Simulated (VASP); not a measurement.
Runs of VASP 6.6.1 on MgS. Symmetry: Pm-3m, No. 221, cubic system. The conventional cell has a = 3.263 Å, b = 3.263 Å, c = 3.263 Å, α = 90.00°, β = 90.00°, γ = 90.00°. Within 3.7 Å of Mg (site symmetry m-3m) lie 8 S at 2.83 Å and 6 Mg at 3.26 Å. S (site symmetry m-3m) has 8 Mg at 2.83 Å and 6 S at 3.26 Å within 3.7 Å. 

```csv
level,k mesh,cutoff (eV),smearing,grid for exact exchange (PRECFOCK),share of exact exchange,screening parameter,gap on the mesh (eV),pressure (GPa)
PBEsol,4 × 4 × 4,600,fermi-dirac 0.02 eV,-,-,-,0.40,-1.4
PBEsol,6 × 6 × 6,600,methfessel-paxton 0.001 eV,-,-,-,none,-1.8
PBEsol,6 × 6 × 6,600,methfessel-paxton 0.05 eV,-,-,-,none,-1.8
PBE-based screened hybrid,4 × 4 × 4,520,fermi-dirac 0.02 eV,Normal,0.1,0.1 1/Å,0.41,-0.3
PBEsol,6 × 6 × 6,600,fermi-dirac 0.5 eV,-,-,-,-,-1.5
PBEsol,"6 × 6 × 6, shifted",600,fermi-dirac 0.02 eV,-,-,-,0.60,(c)
PBEsol,2 × 2 × 2,600,fermi-dirac 0.02 eV,-,-,-,0.11,(b)
PBEsol,6 × 6 × 6,600,gaussian 0.5 eV,-,-,-,none,(a)
```

Alike in all rows: task single point; potentials or basis VASP PAW PBE potentials, release 64 (Mg, S); no spin polarisation; cell as given.

Task: Fill in the values left out.

Result: (a) -1.7; (b) 1.3; (c) -1.2.

Caveats: some runs use coarse meshes; the PAW data sets were made with another functional, which shifts forces and pressure a little.

A k mesh can miss the band edges.

A gap of «none» marks levels without a gap at the run's occupations.
